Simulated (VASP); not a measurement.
AlNi:

```
Ni Al
1.0
     2.88100    0.00000    0.00000
     0.00000    2.88100    0.00000
     0.00000    0.00000    2.88100
Ni Al
1 1
Direct
  0.50000 0.50000 0.50000
  0.00000 0.00000 0.00000
```

Base run:

```yaml
Program: VASP 6.6.1
Functional: PBE
Potentials_or_basis: VASP PAW PBE potentials, release 64 (Ni_sv_GW, Al)
Cutoff: 690 eV
k_mesh: 8 × 8 × 8
Occupations: fermi-dirac, width 0.05 eV
Spin: collinear spin, ferromagnetic start
Starting_moments: "[0.8, 0.0] μB"
Fixed_moment: 0.8 μB
```

Its results: pressure 3.2 GPa; site moments Ni +0.58; Al +0.05 μB.

**Question.** The run is repeated on the same cell with these changes: functional from PBE to PBEsol. What comes out?

**Answer.** Pressure -1.7 GPa; site moments Ni +0.58; Al +0.05 μB.

PBEsol binds more tightly than PBE, so the same cell stands under less pressure.

Caveats: the total moment is fixed, so each spin has its own Fermi level and the state may be an excited one; the cell stands under pressure (at least some runs); the PAW data sets were made with another functional, which shifts forces and pressure a little (at least some runs).
